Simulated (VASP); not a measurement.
# ZrOs (P4/mmm) in VASP: notebook

ZrOs is run at these levels: LDA; tasks: single point.

All numbers are computed with VASP 6.6.1; they aren't measurements. Logs are shortened: lines on timing, memory, paths and dates and some standing lists are left out, and cuts for length are marked.

### Step 1. The cell of the first run

It takes space group P4/mmm (No. 123, tetragonal). The conventional cell has a = 3.198 Å, b = 3.198 Å, c = 3.263 Å, α = 90.00°, β = 90.00°, γ = 90.00°. Zr (site symmetry 4/mmm) has 8 Os at 2.79 Å and 6 Zr at 3.20 to 3.26 Å within 3.7 Å. Os (site symmetry 4/mmm) has 8 Zr at 2.79 Å and 6 Os at 3.20 to 3.26 Å within 3.7 Å.

### Step 2. Single point, LDA (equal xx and yy strain of -2 %)

Contents of INCAR:

```
PREC = Accurate
ENCUT = 520
EDIFF = 1E-6
ISMEAR = -1
SIGMA = 0.03
LREAL = F
LASPH = T
NELM = 60
ALGO = Normal
ISIF = 2
LWAVE = F
LCHARG = F
GGA = CA
NBANDS = 17
```

Contents of KPOINTS:

```
regular mesh
0
Gamma
  13 13 13
```

Contents of POSCAR:

```
ZrOs
1.0
    3.1977400000      0.0000000000      0.0000000000
    0.0000000000      3.1977400000      0.0000000000
    0.0000000000      0.0000000000      3.2630000000
Zr Os
1 1
Direct
    0.5000000000      0.5000000000      0.5000000000
    0.0000000000      0.0000000000      0.0000000000
```

Potentials or basis: VASP PAW LDA potentials, release 64 (Zr_sv, Os).

Run with:

```console
cat potpaw_LDA.64/Zr_sv/POTCAR potpaw_LDA.64/Os/POTCAR > POTCAR
mpirun -np 1 vasp_std > vasp.out
```

OUTCAR:

```text
PREC = Accurate
   ENCUT = 520
   EDIFF = 1E-6
   ISMEAR = -1
   LREAL = F
   LASPH = T
   NELM = 60
   ISIF = 2
   GGA = CA

 ion  position               nearest neighbor table
   1  0.500  0.500  0.500-   2 2.79   2 2.79   2 2.79   2 2.79   2 2.79   2 2.79   2 2.79   2 2.79

   2  0.000  0.000  0.000-   1 2.79   1 2.79   1 2.79   1 2.79   1 2.79   1 2.79   1 2.79   1 2.79

  LATTYP: Found a simple tetragonal cell.
 ALAT       =     3.1977400000
 C/A-ratio  =     1.0204081633

  Lattice vectors:

 A1 = (   3.1977400000,   0.0000000000,   0.0000000000)
 A2 = (   0.0000000000,   3.1977400000,   0.0000000000)
 A3 = (   0.0000000000,   0.0000000000,   3.2630000000)

Analysis of symmetry for initial positions (statically):
=====================================================================
 Subroutine PRICEL returns:
 Original cell was already a primitive cell.

 Routine SETGRP: Setting up the symmetry group for a
 simple tetragonal supercell.

 Subroutine GETGRP returns: Found 16 space group operations
 (whereof 16 operations were pure point group operations)
 out of a pool of 16 trial point group operations.

The static configuration has the point symmetry D_4h.

Analysis of symmetry for dynamics (positions and initial velocities):
=====================================================================
 Subroutine PRICEL returns:
 Original cell was already a primitive cell.

 Routine SETGRP: Setting up the symmetry group for a
 simple tetragonal supercell.

 Subroutine GETGRP returns: Found 16 space group operations
 (whereof 16 operations were pure point group operations)
 out of a pool of 16 trial point group operations.

The dynamic configuration has the point symmetry D_4h.

 Subroutine INISYM returns: Found 16 space group operations
 (whereof 16 operations are pure point group operations),
 and found     1 'primitive' translations

----------------------------------------------------------------------------------------

                                     Primitive cell

  volume of cell :      33.3659

  direct lattice vectors                    reciprocal lattice vectors
     3.197740000  0.000000000  0.000000000     0.312720859  0.000000000  0.000000000
     0.000000000  3.197740000  0.000000000     0.000000000  0.312720859  0.000000000
     0.000000000  0.000000000  3.263000000     0.000000000  0.000000000  0.306466442

  length of vectors
     3.197740000  3.197740000  3.263000000     0.312720859  0.312720859  0.306466442

  position of ions in fractional coordinates (direct lattice)
     0.500000000  0.500000000  0.500000000
     0.000000000  0.000000000  0.000000000

  ion indices of the primitive-cell ions
   primitive index   ion index
                 1           1
                 2           2

----------------------------------------------------------------------------------------

 KPOINTS: regular mesh

Automatic generation of k-mesh.
 Grid dimensions read from file:
 generate k-points for:   13   13   13

 Generating k-lattice:

  Cartesian coordinates                     Fractional coordinates (reciprocal lattice)
     0.024055451  0.000000000  0.000000000     0.076923077  0.000000000  0.000000000
     0.000000000  0.024055451  0.000000000     0.000000000  0.076923077  0.000000000
     0.000000000  0.000000000  0.023574342     0.000000000  0.000000000  0.076923077

  Length of vectors
     0.024055451  0.024055451  0.023574342

  Shift w.r.t. Gamma in fractional coordinates (k-lattice)
     0.000000000  0.000000000  0.000000000

 Subroutine IBZKPT returns following result:
 ===========================================

 Found    196 irreducible k-points:

 Following reciprocal coordinates:
            Coordinates               Weight
  0.000000  0.000000  0.000000      1.000000
  0.076923  0.000000  0.000000      4.000000
  0.153846  0.000000  0.000000      4.000000
  0.230769  0.000000  0.000000      4.000000
  0.307692  0.000000  0.000000      4.000000
  0.384615  0.000000  0.000000      4.000000
[... 16 lines left out ...]
  0.307692  0.307692  0.000000      4.000000
  0.384615  0.307692  0.000000      8.000000
 [... further k-points ...]
   k-points           NKPTS =    196   k-points in BZ     NKDIM =    196   number of bands    NBANDS=     17
   number of dos      NEDOS =    301   number of ions     NIONS =      2
   total plane-waves  NPLWV =  13824
   dimension x,y,z NGX =    24 NGY =   24 NGZ =   24
   dimension x,y,z NGXF=    48 NGYF=   48 NGZF=   48
   ions per type =               1   1
   NGX,Y,Z   is equivalent  to a cutoff of  12.48, 12.48, 12.23 a.u.
   NGXF,Y,Z  is equivalent  to a cutoff of  24.95, 24.95, 24.46 a.u.
 SYSTEM =  unknown system
   PREC   = accura    normal or accurate (medium, high low for compatibility)
   ISTART =      0    job   : 0-new  1-cont  2-samecut
   ICHARG =      2    charge: 1-file 2-atom 10-const
   ISPIN  =      1    spin polarized calculation?
   LNONCOLLINEAR =      F non collinear calculations
   LSORBIT =      F    spin-orbit coupling
   LASPH  =      T    aspherical Exc in radial PAW
   ENCUT  =  520.0 eV  38.22 Ry    6.18 a.u.   5.95  5.95  6.07*2*pi/ulx,y,z
   NELM   =     60;   NELMIN=  2; NELMDL= -5     # of ELM steps
   EDIFF  = 0.1E-05   stopping-criterion for ELM
   LREAL  =      F    real-space projection
   EDIFFG = 0.1E-04   stopping-criterion for IOM
   NSW    =      0    number of steps for IOM
   IBRION =     -1    ionic relax: 0-MD 1-quasi-New 2-CG
   NFREE  =      0    steps in history (QN), initial steepest desc. (CG)
   ISIF   =      2    stress and relaxation
   ISYM   =      2    0-nonsym 1-usesym 2-fastsym
   POTIM  = 0.5000    time-step for ionic-motion
   TEBEG  =    0.0;   TEEND  =   0.0 temperature during run
   PSTRESS=    0.0 pullay stress
   NELECT =      20.0000    total number of electrons
   NUPDOWN=      -1.0000    fix difference up-down
   EMIN   =  10.00;   EMAX   =-10.00  energy-range for DOS
   EFERMI =   0.00;   METHOD = LEGACY
   ISMEAR =    -1;   SIGMA  =   0.03  broadening in eV -4-tet -1-fermi 0-gaus
   EFERMI_NEDOS =   21; number of points for ismear=-14 and -15
   IALGO  =     38    algorithm
   IMIX   =      4    mixing-type and parameters
     AMIX     =   0.40;   BMIX     =  1.00
     AMIX_MAG =   1.60;   BMIX_MAG =  1.00
  volume/ion in A,a.u.               =      16.68       112.58
  Fermi-wavevector in a.u.,A,eV,Ry     =   1.380332  2.608450 25.923422  1.905318
  Thomas-Fermi vector in A             =   2.505219
   LORBIT       =      0    0 simple, 1 ext, 2 COOP (PROOUT), +10 PAW based schemes
   GGA     = CA    functional components
   LHFCALC =     F    Hartree Fock is set to
   AEXX    =    0.0000 exact exchange contribution
   IVDW    =     0    specifies the selected vdW correction
   LEPSILON=     F    determine dielectric tensor
   LRPA    =     F    only Hartree local field effects (RPA)
 non-spin polarized calculation
  energy-cutoff  :      520.00
  volume of cell :       33.37
 maximum number of plane-waves:       916
 NGX is ok and might be reduce to    24
   NGX = 11   NGY = 11   NGZ = 13

 number of electron      20.0000000 magnetization

 Free energy of the ion-electron system (eV)
  ---------------------------------------------------
  ext. energy  EPLUGINS =         0.00000000
  ---------------------------------------------------
  free energy    TOTEN  =       -23.06320149 eV

  energy without entropy =      -23.06133775  energy(sigma->0) =      -23.06226962

 E-fermi :  10.2493     XC(G=0): -13.0404

 val. band max:       10.2464967275   @ k =   0.4615   0.0769   0.4615
 cond. band min:      10.2534944550   @ k =   0.4615   0.1538   0.4615
 fundamental gap:      0.0069977276
 Fermi energy:        10.2492871790

 k-point     1 :       0.0000    0.0000    0.0000
  band No.  band energies     occupation
      1     -38.1712      2.00000
      2     -16.1952      2.00000
      3     -16.1576      2.00000
      4     -16.1576      2.00000
      5       2.1366      2.00000
      6       4.7155      2.00000
[... 9 lines left out ...]
     16      18.3140      0.00000
     17      18.8259      0.00000

 k-point     2 :       0.0769    0.0000    0.0000
  band No.  band energies     occupation
      1     -38.1678      2.00000
      2     -16.1964      2.00000
      3     -16.1939      2.00000
      4     -16.1562      2.00000
      5       2.2758      2.00000
      6       4.7864      2.00000
[... 9 lines left out ...]
     16      18.4008      0.00000
     17      19.0908      0.00000

 k-point     3 :       0.1538    0.0000    0.0000
  band No.  band energies     occupation
      1     -38.1581      2.00000
      2     -16.3027      2.00000
      3     -16.1902      2.00000
      4     -16.1522      2.00000
      5       2.6797      2.00000
      6       4.9780      2.00000
[... 9 lines left out ...]
     16      17.4121      0.00000
     17      20.5957      0.00000

 k-point     4 :       0.2308    0.0000    0.0000
  band No.  band energies     occupation
      1     -38.1444      2.00000
      2     -16.4491      2.00000
      3     -16.1851      2.00000
      4     -16.1465      2.00000
      5       3.3073      2.00000
      6       5.2829      2.00000
[... 9 lines left out ...]
     16      16.3731      0.00000
     17      22.3213      0.00000
[... 343 lines left out ...]
      1     -38.0908      2.00000
      2     -16.7283      2.00000
      3     -16.3686      2.00000
      4     -16.1407      2.00000
      5       5.0340      2.00000
      6       5.8802      2.00000
[... 9 lines left out ...]
     16      16.2567      0.00000
     17      22.8178      0.00000

 k-point    23 :       0.3077    0.3077    0.0000
  band No.  band energies     occupation
      1     -38.0956      2.00000
      2     -16.5515      2.00000
      3     -16.5009      2.00000
      4     -16.1411      2.00000
      5       4.6097      2.00000
      6       5.7378      2.00000
[... 9 lines left out ...]
     16      17.0417      0.00000
     17      20.9404      0.00000

 k-point    24 :       0.3846    0.3077    0.0000
  band No.  band energies     occupation
      1     -38.0856      2.00000
      2     -16.6363      2.00000
      3     -16.5022      2.00000
      4     -16.1298      2.00000
      5       4.6590      2.00000
      6       5.6013      2.00000
[... 9 lines left out ...]
     16      16.4583      0.00000
     17      21.3387      0.00000

 [... further k-points ...]
[... 5 lines left out ...]
  --------------------------------------------------------------------------------------
  -------------------------------------------------------------------------------------
  Total        0.6798543      0.6798543     -0.1369140      0.0000000      0.0000000     -0.0000000
  in kB       32.6454804     32.6454804     -6.5743852      0.0000000      0.0000000     -0.0000000
  external PRESSURE =      19.5721919 kB  Pullay stress =       0.0000000 kB

 VOLUME and BASIS-vectors are now :
 -----------------------------------------------------------------------------
  energy-cutoff  :      520.00
  volume of cell :       33.37
      direct lattice vectors                 reciprocal lattice vectors
     3.197740000  0.000000000  0.000000000     0.312720859  0.000000000  0.000000000
     0.000000000  3.197740000  0.000000000     0.000000000  0.312720859  0.000000000
     0.000000000  0.000000000  3.263000000     0.000000000  0.000000000  0.306466442

 POSITION                                       TOTAL-FORCE (eV/Angst)
 -----------------------------------------------------------------------------------
      1.59887      1.59887      1.63150         0.000000      0.000000      0.000000
      0.00000      0.00000      0.00000         0.000000      0.000000      0.000000
 -----------------------------------------------------------------------------------
    total drift:                                0.000000      0.000000     -0.000000

  FREE ENERGIE OF THE ION-ELECTRON SYSTEM (eV)
  ---------------------------------------------------
  free  energy   TOTEN  =       -23.0632014949 eV

  energy  without entropy=      -23.0613377463  energy(sigma->0) =      -23.06226962
```

Run time: 21 s. Hardware: 1 thread of Intel Xeon 6975P-C (Granite Rapids), shared host; peak memory 0.22 GiB.

Results:

```
Free energy            : -23.0632 eV
Pressure               : 2.0 GPa
Band gap on the k mesh : zero (band 10 reaches 10.75 eV, above the bottom of band 11 at 9.44 eV)
```

Levels at points of the mesh, in eV from the Fermi level:
| k point | band 7 | band 8 | band 9 | band 10 | band 11 | band 12 | band 13 | band 14 |
| --- | --- | --- | --- | --- | --- | --- | --- | --- |
| (0.00, 0.00, 0.00) | -5.49 | -1.77 | -1.77 | -1.57 | 2.00 | 2.31 | 5.39 | 5.44 |

Caveat: the cell differs from its parent crystal (equal xx and yy strain of -2 %); spin-orbit coupling is left out, which moves the levels of the heavy elements.

### Step 3. Single point, LDA (equal xx and yy strain of -1 %)

Contents of INCAR:

```
SYSTEM = ZrOs
PREC = Accurate ; ENCUT = 520
EDIFF = 1E-6 ; ISMEAR = -1
SIGMA = 0.03 ; LREAL = .FALSE.
LASPH = .TRUE. ; NELM = 60
ALGO = Normal ; ISIF = 2
LWAVE = .FALSE. ; LCHARG = .FALSE.
GGA = CA ; NBANDS = 17
```

Contents of KPOINTS:

```
regular mesh
0
G
  13 13 13
  0 0 0
```

Contents of POSCAR:

```
ZrOs
1.0
    3.2303700000      0.0000000000      0.0000000000
    0.0000000000      3.2303700000      0.0000000000
    0.0000000000      0.0000000000      3.2630000000
Zr Os
1 1
Direct
    0.5000000000      0.5000000000      0.5000000000
    0.0000000000      0.0000000000      0.0000000000
```

Potentials or basis: VASP PAW LDA potentials, release 64 (Zr_sv, Os).

Run with:

```console
cat potpaw_LDA.64/Zr_sv/POTCAR potpaw_LDA.64/Os/POTCAR > POTCAR
mpirun -np 1 vasp_std > vasp.out
```

It took 22 s on 1 thread of Intel Xeon 6975P-C (Granite Rapids), shared host; peak memory 0.22 GiB.

It converged, with:

| Property | Result |
| --- | --- |
| Free energy | -23.0658 eV |
| Pressure | -2.8 GPa |
| Band gap on the k mesh | zero (band 10 reaches 10.37 eV, above the bottom of band 11 at 9.21 eV) |

Stress tensor (GPa, compression positive):
```
-2.24  0.00  0.00
 0.00 -2.24  0.00
 0.00  0.00 -4.05
```

Levels at points of the mesh, in eV from the Fermi level:
| k point | band 6 | band 7 | band 8 | band 9 | band 10 | band 11 | band 12 | band 13 | band 14 | band 15 |
| --- | --- | --- | --- | --- | --- | --- | --- | --- | --- | --- |
| (0.00, 0.00, 0.00) | -5.37 | -5.35 | -1.70 | -1.70 | -1.60 | 2.03 | 2.19 | 5.27 | 5.29 | 5.29 |

Caveat: the cell differs from its parent crystal (equal xx and yy strain of -1 %); spin-orbit coupling is left out, which moves the levels of the heavy elements.
